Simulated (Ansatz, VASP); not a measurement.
## LiAl3O in VASP and in Ansatz

```xyz
10
Lattice="2.8503 0.0000 0.0000 -1.4252 2.4685 0.0000 0.0000 0.0000 18.9127" Properties=species:S:1:pos:R:3 pbc="T T T"
Li    1.4252    0.8228    2.3895
Li    0.0000    1.6456   16.5232
Al    0.0000    0.0000    0.0000
Al    0.0000    0.0000   14.1272
Al    1.4252    0.8228   11.8129
Al    0.0000    0.0000    4.7856
Al    0.0000    1.6456    7.0999
Al   -1.4252    2.4685    9.4564
O     0.0000    1.6456    1.0228
O     1.4252    0.8228   17.8899
```

Alike in both runs: task single point; functional PBE; k mesh 12 × 12 × 2; occupations gaussian, width 0.2 eV; no spin polarisation.

|  | VASP | Ansatz |
| --- | --- | --- |
| version | VASP 6.6.1 | Ansatz 0.2.0 |
| potentials or method | VASP PAW PBE potentials, release 64 (Li_sv, Al, O), cutoff 520 eV | scalar-relativistic, plane waves, PAW |
| valence electrons in the cell | 36 | 36 |

|  | VASP | Ansatz | Ansatz less VASP |
| --- | --- | --- | --- |
| gap on the k mesh at the Fermi level (eV) | none | none | - |
| rms of the force components (eV/Å) | 0.005 | 0.005 | +0.0001 |

Atom by atom the forces differ by 0.001 eV/Å (rms over components). A gap of «none» marks a metal or a gap that the smearing closes. With one functional, cell and mesh, what is left measures potentials, basis and numerics.

Noted on VASP's run: the cutoff is under 1.25 times that of the potentials, so the pressure is a little rough.
